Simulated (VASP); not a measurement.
# CsMoI3 (R3m) in VASP: single point with PBE

Aim: the single point of CsMoI3 with PBE.

All numbers are computed with VASP 6.6.1; they aren't measurements. Logs are shortened: lines on timing, memory, paths and dates and some standing lists are left out, and cuts for length are marked.

## Step 1: The cell of the first run

Symmetry: R3m, No. 160, trigonal system. Conventional cell: a = 8.366 Å, b = 8.366 Å, c = 10.619 Å, α = 90.00°, β = 90.00°, γ = 120.00°. Within 3.6 Å of I (site symmetry m) lie 2 Mo at 2.76 to 3.26 Å. Within 5.7 Å of Cs (site symmetry 3m) lie 12 I at 4.18 to 4.31 Å and 8 Mo at 5.00 to 5.62 Å. Within 3.6 Å of Mo (site symmetry 3m) lie 6 I at 2.76 to 3.26 Å.

## Step 2: Single point, PBE

POSCAR

```
CsMoI3
1.0
    4.1828470000      2.4149630000      3.5397710000
   -4.1828470000      2.4149630000      3.5397710000
    0.0000000000     -4.8299370000      3.5397710000
I Cs Mo
3 1 1
Direct
    0.5069300000      0.9987400000      0.5069300000
    0.5069300000      0.5069300000      0.9987400000
    0.9987400000      0.5069300000      0.5069300000
    0.0100000000      0.0100000000      0.0100000000
    0.5394300000      0.5394300000      0.5394300000
```

INCAR.step1

```
SYSTEM = CsMoI3
PREC = Accurate
ENCUT = 520
EDIFF = 1E-6
ISMEAR = -1
SIGMA = 0.0897
LREAL = .FALSE.
LASPH = .TRUE.
NELM = 80
ALGO = Normal
ISIF = 2
LWAVE = .FALSE.
LCHARG = .TRUE.
LMAXMIX = 4
GGA = PE
NBANDS = 30
```

KPOINTS.step1

```
regular mesh
0
G
  6 6 6
  0 0 0
```

INCAR.step2

```
SYSTEM = CsMoI3
PREC = Accurate
ENCUT = 520
EDIFF = 1E-6
ISMEAR = -5
SIGMA = 0.0897
LREAL = .FALSE.
LASPH = .TRUE.
NELM = 80
ALGO = Normal
ISIF = 2
LWAVE = .FALSE.
LCHARG = .FALSE.
LMAXMIX = 4
GGA = PE
LORBIT = 11
NEDOS = 1001
ICHARG = 11
```

KPOINTS.step2

```
regular mesh
0
G
  9 9 9
  0 0 0
```

Potentials or basis: VASP PAW PBE potentials, release 64 (I, Cs_sv, Mo_sv).

Run with:

```sh
cat potpaw_PBE.64/I/POTCAR potpaw_PBE.64/Cs_sv/POTCAR potpaw_PBE.64/Mo_sv/POTCAR > POTCAR
cp INCAR.step1 INCAR
cp KPOINTS.step1 KPOINTS
mpirun -np 1 vasp_std > vasp.out
cp INCAR.step2 INCAR
cp KPOINTS.step2 KPOINTS
mpirun -np 1 vasp_std > vasp.out
```

OUTCAR:

```text
SYSTEM = CsMoI3
   PREC = Accurate
   ENCUT = 520
   EDIFF = 1E-6
   ISMEAR = -5
   LREAL = .FALSE.
   LASPH = .TRUE.
   NELM = 80
   ISIF = 2
   GGA = PE
   LORBIT = 11
   ICHARG = 11

 ion  position               nearest neighbor table
   1  0.507  0.999  0.507-   5 2.76   5 3.26
   2  0.507  0.507  0.999-   5 2.76   5 3.26
   3  0.999  0.507  0.507-   5 2.76   5 3.26
   4  0.010  0.010  0.010-
   5  0.539  0.539  0.539-   1 2.76   3 2.76   2 2.76   1 3.26   3 3.26   2 3.26

  LATTYP: Found a trigonal (rhomboedric) cell.
 ALAT       =     5.9881745173
 COS(alpha) =     0.0241455281

  Lattice vectors:

 A1 = (   4.1828470000,   2.4149630000,   3.5397710000)
 A2 = (  -4.1828470000,   2.4149630000,   3.5397710000)
 A3 = (   0.0000000000,  -4.8299370000,   3.5397710000)

Analysis of symmetry for initial positions (statically):
=====================================================================
 Subroutine PRICEL returns:
 Original cell was already a primitive cell.

 Routine SETGRP: Setting up the symmetry group for a
 trigonal (rhombohedral) supercell.

 Subroutine GETGRP returns: Found  6 space group operations
 (whereof  6 operations were pure point group operations)
 out of a pool of 12 trial point group operations.

The static configuration has the point symmetry C_3v.

Analysis of symmetry for dynamics (positions and initial velocities):
=====================================================================
 Subroutine PRICEL returns:
 Original cell was already a primitive cell.

 Routine SETGRP: Setting up the symmetry group for a
 trigonal (rhombohedral) supercell.

 Subroutine GETGRP returns: Found  6 space group operations
 (whereof  6 operations were pure point group operations)
 out of a pool of 12 trial point group operations.

The dynamic configuration has the point symmetry C_3v.

 Subroutine INISYM returns: Found  6 space group operations
 (whereof  6 operations are pure point group operations),
 and found     1 'primitive' translations

----------------------------------------------------------------------------------------

                                     Primitive cell

  volume of cell :     214.5406

  direct lattice vectors                    reciprocal lattice vectors
     4.182847000  2.414963000  3.539771000     0.119535809  0.069014065  0.094168122
    -4.182847000  2.414963000  3.539771000    -0.119535809  0.069014065  0.094168122
     0.000000000 -4.829937000  3.539771000     0.000000000 -0.138028130  0.094167907

  length of vectors
     5.988174517  5.988174517  5.988177532     0.167090951  0.167090951  0.167090872

  position of ions in fractional coordinates (direct lattice)
     0.506930000  0.998740000  0.506930000
     0.506930000  0.506930000  0.998740000
     0.998740000  0.506930000  0.506930000
     0.010000000  0.010000000  0.010000000
     0.539430000  0.539430000  0.539430000

  ion indices of the primitive-cell ions
   primitive index   ion index
                 1           1
                 2           2
                 3           3
                 4           4
                 5           5

----------------------------------------------------------------------------------------

 KPOINTS: regular mesh

Automatic generation of k-mesh.
 Grid dimensions read from file:
 generate k-points for:    9    9    9

 Generating k-lattice:

  Cartesian coordinates                     Fractional coordinates (reciprocal lattice)
     0.013281757  0.007668229  0.010463125     0.111111111 -0.000000000  0.000000000
    -0.013281757  0.007668229  0.010463125    -0.000000000  0.111111111  0.000000000
     0.000000000 -0.015336459  0.010463101     0.000000000  0.000000000  0.111111111

  Length of vectors
     0.018565661  0.018565661  0.018565652

  Shift w.r.t. Gamma in fractional coordinates (k-lattice)
     0.000000000  0.000000000  0.000000000

 TETIRR: Found    369 inequivalent tetrahedra from     4374

 Subroutine IBZKPT returns following result:
 ===========================================

 Found     85 irreducible k-points:

 Following reciprocal coordinates:
            Coordinates               Weight
  0.000000  0.000000  0.000000      1.000000
  0.111111  0.000000 -0.000000      6.000000
  0.222222  0.000000 -0.000000      6.000000
  0.333333  0.000000 -0.000000      6.000000
  0.444444  0.000000 -0.000000      6.000000
  0.111111  0.111111 -0.000000      6.000000
[... 16 lines left out ...]
 -0.333333  0.333333  0.000000      6.000000
  0.444444  0.444444 -0.000000      6.000000
 [... further k-points ...]
   k-points           NKPTS =     85   k-points in BZ     NKDIM =     85   number of bands    NBANDS=     26
   number of dos      NEDOS =   1001   number of ions     NIONS =      5
   total plane-waves  NPLWV = 110592
   dimension x,y,z NGX =    48 NGY =   48 NGZ =   48
   dimension x,y,z NGXF=    96 NGYF=   96 NGZF=   96
   ions per type =               3   1   1
   NGX,Y,Z   is equivalent  to a cutoff of  13.33, 13.33, 13.33 a.u.
   NGXF,Y,Z  is equivalent  to a cutoff of  26.65, 26.65, 26.65 a.u.
 SYSTEM =  CsMoI3
   PREC   = accura    normal or accurate (medium, high low for compatibility)
   ISTART =      0    job   : 0-new  1-cont  2-samecut
   ICHARG =     11    charge: 1-file 2-atom 10-const
   ISPIN  =      1    spin polarized calculation?
   LNONCOLLINEAR =      F non collinear calculations
   LSORBIT =      F    spin-orbit coupling
   LASPH  =      T    aspherical Exc in radial PAW
   ENCUT  =  520.0 eV  38.22 Ry    6.18 a.u.  11.13 11.13 11.13*2*pi/ulx,y,z
   NELM   =     80;   NELMIN=  2; NELMDL=  0     # of ELM steps
   EDIFF  = 0.1E-05   stopping-criterion for ELM
   LREAL  =      F    real-space projection
   EDIFFG = 0.1E-04   stopping-criterion for IOM
   NSW    =      0    number of steps for IOM
   IBRION =     -1    ionic relax: 0-MD 1-quasi-New 2-CG
   NFREE  =      0    steps in history (QN), initial steepest desc. (CG)
   ISIF   =      2    stress and relaxation
   ISYM   =      2    0-nonsym 1-usesym 2-fastsym
   POTIM  = 0.5000    time-step for ionic-motion
   TEBEG  =    0.0;   TEEND  =   0.0 temperature during run
   PSTRESS=    0.0 pullay stress
   NELECT =      44.0000    total number of electrons
   NUPDOWN=      -1.0000    fix difference up-down
   EMIN   =  10.00;   EMAX   =-10.00  energy-range for DOS
   EFERMI =   0.00;   METHOD = LEGACY
   ISMEAR =    -5;   SIGMA  =   0.09  broadening in eV -4-tet -1-fermi 0-gaus
   EFERMI_NEDOS =   21; number of points for ismear=-14 and -15
   IALGO  =     38    algorithm
   IMIX   =      4    mixing-type and parameters
     AMIX     =   0.40;   BMIX     =  1.00
     AMIX_MAG =   1.60;   BMIX_MAG =  1.00
  volume/ion in A,a.u.               =      42.91       289.56
  Fermi-wavevector in a.u.,A,eV,Ry     =   0.965434  1.824406 12.681482  0.932063
  Thomas-Fermi vector in A             =   2.095150
   LORBIT       =     11    0 simple, 1 ext, 2 COOP (PROOUT), +10 PAW based schemes
   GGA     = PE    functional components
   LHFCALC =     F    Hartree Fock is set to
   AEXX    =    0.0000 exact exchange contribution
   IVDW    =     0    specifies the selected vdW correction
   LEPSILON=     F    determine dielectric tensor
   LRPA    =     F    only Hartree local field effects (RPA)
 non-spin polarized calculation
 Fermi weights with tetrahedron method with Bloechl corrections
  energy-cutoff  :      520.00
  volume of cell :      214.54
 maximum number of plane-waves:      5803
 NGX is ok and might be reduce to    48

 number of electron      43.9999995 magnetization

 Free energy of the ion-electron system (eV)
  ---------------------------------------------------
  ext. energy  EPLUGINS =         0.00000000
  ---------------------------------------------------
  free energy    TOTEN  =       -17.17411829 eV

  energy without entropy =      -17.17411829  energy(sigma->0) =      -17.17411829

 E-fermi :   3.5522     XC(G=0):  -7.9829

 val. band max:        3.5752137967   @ k =   0.4444   0.4444   0.1111
 cond. band min:       3.5594567603   @ k =   0.4444   0.3333   0.0000
 fundamental gap:     -0.0157570364
 Fermi energy:         3.5522413283

 k-point     1 :       0.0000    0.0000    0.0000
  band No.  band energies     occupation
      1     -57.5185      2.00000
      2     -31.6541      2.00000
      3     -31.6541      2.00000
      4     -31.5864      2.00000
      5     -18.7994      2.00000
      6     -10.0145      2.00000
[... 18 lines left out ...]
     25       3.6488      0.00000
     26       4.7296      0.00000

 k-point     2 :       0.1111    0.0000   -0.0000
  band No.  band energies     occupation
      1     -57.5185      2.00000
      2     -31.6541      2.00000
      3     -31.6541      2.00000
      4     -31.5864      2.00000
      5     -18.7993      2.00000
      6     -10.0004      2.00000
[... 18 lines left out ...]
     25       3.8007      0.00000
     26       4.9545      0.00000

 k-point     3 :       0.2222    0.0000   -0.0000
  band No.  band energies     occupation
      1     -57.5185      2.00000
      2     -31.6541      2.00000
      3     -31.6541      2.00000
      4     -31.5864      2.00000
      5     -18.7991      2.00000
      6      -9.9619      2.00000
[... 572 lines left out ...]
 k-point    23 :      -0.3333    0.3333    0.0000
  band No.  band energies     occupation
      1     -57.5185      2.00000
      2     -31.6541      2.00000
      3     -31.6541      2.00000
      4     -31.5864      2.00000
      5     -18.7982      2.00000
      6      -9.7970      2.00000
[... 18 lines left out ...]
     25       5.1599      0.00000
     26       6.9369      0.00000

 k-point    24 :       0.4444    0.4444   -0.0000
  band No.  band energies     occupation
      1     -57.5185      2.00000
      2     -31.6541      2.00000
      3     -31.6541      2.00000
      4     -31.5864      2.00000
      5     -18.7979      2.00000
      6      -9.7043      2.00000
[... 18 lines left out ...]
     25       5.7187      0.00000
     26       7.6461      0.00000

 [... further k-points ...]

------------------------ aborting loop because EDIFF is reached ----------------------------------------

  FORCE on cell =-STRESS in cart. coord.  units (eV):
  Direction    XX          YY          ZZ          XY          YZ          ZX
  --------------------------------------------------------------------------------------
  -------------------------------------------------------------------------------------
  Total       -2.5766576     -2.5766551     -4.3392978      0.0000000      0.0000045      0.0000000
  in kB      -19.2423340    -19.2423153    -32.4056328      0.0000000      0.0000336      0.0000000
  external PRESSURE =     -23.6300940 kB  Pullay stress =       0.0000000 kB

 VOLUME and BASIS-vectors are now :
 -----------------------------------------------------------------------------
  energy-cutoff  :      520.00
  volume of cell :      214.54
      direct lattice vectors                 reciprocal lattice vectors
     4.182847000  2.414963000  3.539771000     0.119535809  0.069014065  0.094168122
    -4.182847000  2.414963000  3.539771000    -0.119535809  0.069014065  0.094168122
     0.000000000 -4.829937000  3.539771000     0.000000000 -0.138028130  0.094167907

 POSITION                                       TOTAL-FORCE (eV/Angst)
 -----------------------------------------------------------------------------------
     -2.05717      1.18770      7.12414        -0.254914      0.147175      0.051367
      0.00000     -2.37542      7.12414         0.000000     -0.294349      0.051367
      2.05717      1.18770      7.12414         0.254914      0.147175      0.051367
      0.00000     -0.00000      0.10619         0.000000      0.000000     -0.002007
      0.00000     -0.00001      5.72838         0.000000      0.000000     -0.152095
 -----------------------------------------------------------------------------------
    total drift:                               -0.000000     -0.000000      0.013913

  FREE ENERGIE OF THE ION-ELECTRON SYSTEM (eV)
  ---------------------------------------------------
  free  energy   TOTEN  =       -17.1741182892 eV

  energy  without entropy=      -17.1741182892  energy(sigma->0) =      -17.17411829

 total charge

# of ion       s       p       d       tot
------------------------------------------
    1        1.501   2.768   0.027   4.296
    2        1.501   2.768   0.027   4.296
    3        1.501   2.768   0.027   4.296
    4        1.830   4.707   0.017   6.554
    5        2.179   6.041   3.932  12.152
--------------------------------------------------
tot          8.512  19.053   4.030  31.595
```

Run time: 5.6 min. Hardware: 1 thread of Intel Xeon Platinum 8488C (Sapphire Rapids), shared host; peak memory 0.64 GiB.

What came out:

| Quantity | Value |
| --- | --- |
| Valence electrons inside the program's atomic spheres | I 4.30; Cs 6.55; Mo 12.15 |

Caveat: spin-orbit coupling is left out, which moves the levels of the heavy elements.
